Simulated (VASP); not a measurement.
Write the native input for VASP 6.6.1 that does the following.

```
Task                   : single point
Functional             : r2SCAN
Potentials or basis    : VASP PAW PBE potentials, release 64 (Cu)
Cutoff                 : 520 eV
k mesh                 : 15 × 15 × 15
Occupations            : fermi-dirac, width 0.1 eV
Spin                   : no spin polarisation
Dipole correction      : no
Further INCAR settings : ALGO = Normal; EDIFF = 1e-06; NBANDS = 12
```

Cu:

```
CELL_PARAMETERS angstrom
2.36909 0.00000 0.00000
0.00000 2.36909 0.00000
0.00000 0.00000 2.36909
ATOMIC_POSITIONS crystal
Cu 0.00000 0.00000 0.00000
```

One way to write it, as run:

POSCAR

```
Cu
1.0
    2.3690857482      0.0000000000      0.0000000000
    0.0000000000      2.3690857482      0.0000000000
    0.0000000000      0.0000000000      2.3690857482
Cu
1
Direct
    0.0000000000      0.0000000000      0.0000000000
```

INCAR.step1

```
PREC     = Accurate       # precision mode
ENCUT    = 520            # plane-wave cutoff, eV
ISMEAR   = -1             # smearing method
SIGMA    = 0.1            # smearing width, eV
LREAL    = False          # projectors in reciprocal space
LASPH    = True           # aspherical terms in the spheres
NELM     = 60             # most SCF steps
NBANDS   = 12             # bands
GGA      = PE             # functional
ALGO     = Normal         # electronic algorithm
EDIFF    = 1E-4           # SCF threshold, eV
LWAVE    = True           # write WAVECAR
LCHARG   = False          # write CHGCAR
```

INCAR.step2

```
PREC     = Accurate       # precision mode
ENCUT    = 520            # plane-wave cutoff, eV
EDIFF    = 1E-6           # SCF threshold, eV
ISMEAR   = -1             # smearing method
SIGMA    = 0.1            # smearing width, eV
LREAL    = False          # projectors in reciprocal space
LASPH    = True           # aspherical terms in the spheres
NELM     = 60             # most SCF steps
ALGO     = Normal         # electronic algorithm
ISIF     = 2              # what is computed and relaxed
LWAVE    = False          # write WAVECAR
LCHARG   = False          # write CHGCAR
METAGGA  = R2SCAN         # meta-GGA
LMIXTAU  = True         
NBANDS   = 12             # bands
ISTART   = 1
```

KPOINTS

```
Automatic mesh
0
Gamma
  15 15 15
```

Potentials or basis: VASP PAW PBE potentials, release 64 (Cu).

Launch:

```bash
$ cat potpaw_PBE.64/Cu/POTCAR > POTCAR
$ cp INCAR.step1 INCAR
$ mpirun -np 1 vasp_std > vasp.out
$ cp INCAR.step2 INCAR
$ mpirun -np 1 vasp_std > vasp.out
```

It gave:

```
Pressure : 1.3 GPa
```

Caveat: the PAW data sets were made with another functional, which shifts forces and pressure a little.

Run time: 42 s on 1 thread of Intel Xeon 6975P-C, with other jobs on the host, peak memory 0.13 GiB.
